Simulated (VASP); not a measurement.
A run of VASP 6.6.1 is set up as follows.

INCAR

```
SYSTEM = Co
ALGO = Normal
EDIFF = 1E-6
ENCUT = 600
GGA = RP
GGA_COMPAT = .FALSE.
ISIF = 2
ISMEAR = -1
LASPH = .TRUE.
LCHARG = .FALSE.
LREAL = .FALSE.
LWAVE = .FALSE.
NBANDS = 10
NELM = 120
PREC = Accurate
SIGMA = 0.1
```

The input KPOINTS:

```
k-points
0
G
  15 15 15
  0 0 0
```

Contents of POSCAR:

```
Co
1.0
    2.2425685048      0.0000000000      0.0000000000
    0.0000000000      2.2425685048      0.0000000000
    0.0000000000      0.0000000000      2.2425685048
Co
1
Direct
    0.0000000000      0.0000000000      0.0000000000
```

Potentials or basis: VASP PAW PBE potentials, release 64 (Co).

Run with:

```console
$ cat potpaw_PBE.64/Co/POTCAR > POTCAR
$ mpirun -np 1 vasp_std > vasp.out
```

(1) Predict the pressure.

## Answers

(1) 15.7 GPa.

Caveat: the PAW data sets were made with another functional, which shifts forces and pressure a little; the run has no spin polarisation, though such a crystal can be magnetic.
